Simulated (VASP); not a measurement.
Zr3H2: relaxation of cell and atoms with PBE

Zr3H2:

```
Zr H
1.0
     3.22791    0.00000    0.00000
    -1.61395    2.79545    0.00000
     0.00000    0.00000    7.99513
Zr H
3 2
Direct
  0.00000 0.00000 0.00000
  0.33333 0.66667 0.66167
  0.66667 0.33333 0.33833
  0.33333 0.66667 0.16130
  0.66667 0.33333 0.83870
```

| Property | Result |
| --- | --- |
| Program | VASP 6.6.1 |
| Task | relaxation of cell and atoms |
| Functional | PBE |
| Potentials or basis | VASP PAW PBE potentials, release 64 (Zr_sv, H) |
| Cutoff | 600 eV |
| k mesh | 12 × 12 × 6 |
| Occupations | gaussian, width 0.1 eV |
| Spin | no spin polarisation |
| Dipole correction | no |
| Further INCAR settings | ALGO = Fast; EDIFF = 1e-06; IBRION = 2; EDIFFG = -0.01; NSW = 100; ISIF = 3 |

The relaxed volume is 14.40 Å³/atom. The relaxed cell is a = 3.230 Å, b = 3.230 Å, c = 7.967 Å, α = 90.00°, β = 90.00°, γ = 120.00° and the space group after relaxing (to 0.1 Å) is P-3m1 (No. 164). The energy gained by relaxing is 0.2 meV/atom and the ionic steps are 10. The pressure after relaxing is 0.0 GPa. The largest force after relaxing is 0.005 eV/Å. The band gap on the k mesh is zero (bands 19 and 20 overlap by 1.06 eV).

Forces on the atoms (eV/Å):
```
Zr   0.000  0.000  0.000
Zr   0.000  0.000  0.005
Zr   0.000  0.000 -0.005
H    0.000  0.000  0.005
H    0.000  0.000 -0.005
```

Step by step:
| step | energy change (eV) | largest force (eV/Å) | pressure (GPa) | volume (Å³) |
| --- | --- | --- | --- | --- |
| 1 | 0.0000 | 0.0386 | -0.14 | 72.14 |
| 2 | -0.0006 | 0.0202 | 0.05 | 72.01 |
| 3 | -0.0007 | 0.0169 | 0.09 | 71.97 |
| 4 | -0.0006 | 0.0160 | 0.20 | 71.90 |
| 5 | -0.0007 | 0.0167 | 0.13 | 71.96 |
| 6 | -0.0007 | 0.0141 | -0.04 | 72.07 |
| 7 | -0.0007 | 0.0146 | -0.04 | 72.05 |
| 8 | -0.0008 | 0.0125 | -0.03 | 72.05 |
| 9 | -0.0008 | 0.0122 | -0.01 | 72.03 |
| 10 | -0.0009 | 0.0055 | 0.01 | 72.01 |

Final structure:
```yaml
crystal:
  lattice:
    - [3.23046, 0.00000, 0.00000]
    - [-1.61523, 2.79766, 0.00000]
    - [0.00000, 0.00000, 7.96749]
  atoms:
    - { symbol: Zr, position: [0.00000, 0.00000, 0.00000] }
    - { symbol: Zr, position: [0.33333, 0.66667, 0.66110] }
    - { symbol: Zr, position: [0.66667, 0.33333, 0.33890] }
    - { symbol: H, position: [0.33333, 0.66667, 0.16225] }
    - { symbol: H, position: [0.66667, 0.33333, 0.83775] }
```

Levels at points of the mesh, in eV from the Fermi level:
| k point | band 16 | band 17 | band 18 | band 19 | band 20 | band 21 | band 22 | band 23 |
| --- | --- | --- | --- | --- | --- | --- | --- | --- |
| (0.00, 0.00, 0.00) | -1.80 | -0.54 | 0.64 | 0.64 | 0.80 | 0.85 | 0.85 | 0.87 |
| (0.50, 0.00, 0.00) | -2.25 | -2.24 | -1.17 | 0.11 | 0.32 | 1.09 | 1.26 | 2.36 |
| (0.00, 0.00, 0.50) | -2.21 | -0.19 | 0.42 | 0.42 | 0.43 | 1.08 | 1.08 | 1.12 |
| (0.50, 0.00, 0.50) | -1.89 | -1.87 | -0.97 | 0.28 | 0.45 | 0.55 | 1.10 | 3.11 |

Wall time 18 min on 1 thread of Oxide Virtual Turin-like Processor, with other jobs on the host, peak memory 0.32 GiB.
